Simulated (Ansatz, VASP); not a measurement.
**Two plane-wave programs on WSe2**

The input INCAR:

```
SYSTEM = WSe2
ALGO = Normal
EDIFF = 1E-6
EDIFFG = -0.005
ENCUT = 600
GGA = CA
IBRION = 2
ISIF = 3
ISMEAR = 0
LASPH = .TRUE.
LCHARG = .FALSE.
LREAL = .FALSE.
LWAVE = .FALSE.
NELM = 80
NSW = 100
PREC = Accurate
SIGMA = 0.02
```

The input KPOINTS:

```
k-points
0
G
  9 9 2
  0 0 0
```

Contents of POSCAR:

```
WSe2
1.0
    3.3178532690      0.0000000000      0.0000000000
   -1.6589266345      2.8733452170      0.0000000000
    0.0000000000      0.0000000000     24.0685192700
W Se
2 4
Direct
    0.6666666700      0.3333333300      0.1415375200
    0.3333333300      0.6666666700      0.8584624800
    0.3333333300      0.6666666700      0.2105944900
    0.6666666700      0.3333333300      0.9275621000
    0.3333333300      0.6666666700      0.0724379000
    0.6666666700      0.3333333300      0.7894055100
```

Input for Ansatz:

```yaml
crystal:
  lattice:
    - [3.317853269, 0.0, 0.0]
    - [-1.6589266345, 2.873345217, 0.0]
    - [0.0, 0.0, 24.06851927]
  atoms:
    - { symbol: W, position: [0.66666667, 0.33333333, 0.14153752] }
    - { symbol: W, position: [0.33333333, 0.66666667, 0.85846248] }
    - { symbol: Se, position: [0.33333333, 0.66666667, 0.21059449] }
    - { symbol: Se, position: [0.66666667, 0.33333333, 0.9275621] }
    - { symbol: Se, position: [0.33333333, 0.66666667, 0.0724379] }
    - { symbol: Se, position: [0.66666667, 0.33333333, 0.78940551] }
basis:
  ecutwfc: 420
kpoints:
  mp_grid: { grid: [9, 9, 2] }
hamiltonian:
  xc: lda
  pseudopotentials: { kind: paw, azcp: { folder: soft_1 } }
scf:
  occupations: { method: gaussian, width: 0.02 }
output:
  forces: true
  stress: true
  eigenvalues: true
relax:
  adjacent_minimum: "off"
  f_tol: 0.005
  max_steps: 80
  cell: { stress_tol: 0.05 }
```

Alike in both runs: task relaxation of cell and atoms; functional LDA; k mesh 9 × 9 × 2; occupations gaussian, width 0.02 eV; no spin polarisation.

```csv
,VASP,Ansatz
version,VASP 6.6.1,Ansatz 0.2.0
potentials or method,"VASP PAW LDA potentials, release 64 (W_sv, Se), cutoff 600 eV","scalar-relativistic, plane waves, PAW"
valence electrons in the cell,52,92
```

```csv
,VASP,Ansatz,Ansatz less VASP
"gap on the k mesh at the Fermi level, each at its own relaxed structure (eV)",1.37,1.39,+0.017
relaxed volume (Å³/atom),34.99,35.99,+1.006
relaxed cell length with the largest relative difference (Å),22.905,23.628,+0.7235
```

Ansatz warns that its potentials were made for another functional, while VASP's fit it. LDA's correlation is that of Perdew and Zunger in VASP and of Perdew and Wang (1992) in Ansatz. VASP's potentials hold 52 valence electrons a cell and Ansatz's 92, so a difference there can come from the potentials and not from the codes.

Neither program's run includes spin-orbit coupling.
